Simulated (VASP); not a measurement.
Write the native input for VASP 6.6.1 that does the following.

* Task: single point
* Functional: PBE
* Potentials or basis: VASP PAW PBE potentials, release 64 (O, Li_sv)
* Cutoff: 750 eV
* k mesh: 6 × 6 × 6
* Occupations: gaussian, width 0.01 eV
* Spin: no spin polarisation
* Dipole correction: no
* Further INCAR settings: ALGO = Normal; EDIFF = 1e-06; NBANDS = 13

The structure of Li2O lies in POSCAR:

```
Li2O
1.0
    0.0000000000      2.3238565632      2.3238565632
    2.3238565632      0.0000000000      2.3238565632
    2.3238565632      2.3238565632      0.0000000000
O Li
1 2
Direct
    0.0000000000      0.0000000000      0.0000000000
    0.2500000000      0.2500000000      0.2500000000
    0.7500000000      0.7500000000      0.7500000000
```

This cell differs from its parent crystal: volume changed by +5%.

One way to write it, as run:

INCAR

```
ALGO = Normal ; EDIFF = 1E-6
ENCUT = 750 ; GGA = PE
GGA_COMPAT = F ; ISIF = 2
ISMEAR = 0 ; LASPH = T
LCHARG = T ; LELF = T
LREAL = F ; LVHAR = T
LWAVE = F ; NBANDS = 13
NELM = 120 ; PREC = Accurate
SIGMA = 0.01
```

KPOINTS

```
k-points
0
Gamma
  6 6 6
```

Potentials or basis: VASP PAW PBE potentials, release 64 (O, Li_sv).

Launch:

```sh
$ cat potpaw_PBE.64/O/POTCAR potpaw_PBE.64/Li_sv/POTCAR > POTCAR
$ mpirun -np 1 vasp_std > vasp.out
```

Results of the run:

```json
{
  "Pressure": "-1.4 GPa",
  "Band gap on the k mesh": "4.94 eV, indirect (least direct gap 5.13 eV)"
}
```

Run time: 7.8 s on 1 thread of AMD EPYC 9R45 96-Core Processor (Zen 5), with other jobs on the host, peak memory 0.13 GiB.
